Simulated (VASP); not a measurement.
Crystal: Pt.

```
CELL_PARAMETERS angstrom
2.79699 0.00000 0.00000
-1.39850 2.42227 0.00000
0.00000 0.00000 4.85520
ATOMIC_POSITIONS crystal
Pt 0.33333 0.66667 0.25000
Pt 0.66667 0.33333 0.75000
```

This cell differs from its parent crystal: volume scaled by 1.04.

Base run:

- Program: VASP 6.6.1
- Functional: LDA
- Potentials or basis: VASP PAW LDA potentials, release 64 (Pt)
- Cutoff: 520 eV
- k mesh: 11 × 11 × 6
- Occupations: fermi-dirac, width 0.05 eV
- Spin: no spin polarisation

Its results: band gap on the k mesh zero (band 10 reaches 9.87 eV, above the bottom of band 11 at 8.77 eV); pressure -22.6 GPa.

Task: After a change of settings the same cell gave: band gap on the k mesh zero (band 10 reaches 9.78 eV, above the bottom of band 11 at 8.59 eV); pressure -13.9 GPa. Which change was it?
A. potentials or basis from VASP PAW LDA potentials, release 64 (Pt) to VASP PAW LDA potentials, release 64 (Pt_sv_GW); cutoff from 520 eV to 500 eV; further incar settings from ALGO = Normal; EDIFF = 1e-06; NBANDS = 17 to ALGO = Normal; EDIFF = 1e-06; NBANDS = 25; valence electrons from 20 to 36
B. functional from LDA to r2SCAN; potentials or basis from VASP PAW LDA potentials, release 64 (Pt) to VASP PAW PBE potentials, release 64 (Pt)
C. further incar settings from ALGO = Normal; EDIFF = 1e-06; NBANDS = 17 to ALGO = Normal; EDIFF = 1e-07; NBANDS = 17

Result: B.

Caveats: spin-orbit coupling is left out, which moves the levels of the heavy elements; the PAW data sets were made with another functional, which shifts forces and pressure a little (some runs).
